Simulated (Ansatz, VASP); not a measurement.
## InP in VASP and in Ansatz

Contents of INCAR:

```
SYSTEM = InP
PREC = Accurate
ENCUT = 520
EDIFF = 1E-6
ISMEAR = -1
SIGMA = 0.05
LREAL = .FALSE.
LASPH = .TRUE.
NELM = 100
ALGO = Normal
ISIF = 2
LWAVE = .FALSE.
LCHARG = .FALSE.
GGA = PE
NBANDS = 16
```

Contents of KPOINTS:

```
Automatic mesh
0
G
  12 12 12
  0 0 0
```

Contents of POSCAR:

```
InP
1.0
    0.0000000000      2.8875074498      3.0184150000
    2.8875074498      0.0000000000      3.0184150000
    2.8875074498      2.8875074498      0.0000000000
In P
1 1
Direct
    0.0000000000      0.0000000000      0.0000000000
    0.7500000000      0.7500000000      0.7500000000
```

Input for Ansatz:

```yaml
crystal:
  lattice:
    - [0.0, 2.8875074498, 3.018415]
    - [2.8875074498, 0.0, 3.018415]
    - [2.8875074498, 2.8875074498, 0.0]
  atoms:
    - { symbol: In, position: [0.0, 0.0, 0.0] }
    - { symbol: P, position: [0.75, 0.75, 0.75] }
kpoints:
  mp_grid: { grid: [12, 12, 12] }
scf:
  occupations: { method: fermi_dirac, width: 0.05 }
hamiltonian:
  xc: pbe
  pseudopotentials: { kind: all_electron, lapw: { basis_error: 0.001 } }
output:
  forces: true
  stress: true
  eigenvalues: true
```

Change from the starting cell: z stretched by +3 % at fixed volume.

Alike in both runs: task single point; functional PBE; k mesh 12 × 12 × 12; occupations fermi-dirac, width 0.05 eV; no spin polarisation.

|  | VASP | Ansatz |
| --- | --- | --- |
| version | VASP 6.6.1 | Ansatz 0.2.0 |
| potentials or method | VASP PAW PBE potentials, release 64 (In_d, P), cutoff 520 eV | all-electron LAPW, scalar-relativistic |

```csv
,VASP,Ansatz,Ansatz less VASP
pressure (GPa),3.2,3.3,+0.07
"traceless stress, the component that is largest in VASP (GPa)",-1.29,-1.29,+0.004
```

Ansatz ran all-electron here, and VASP with PAW potentials.
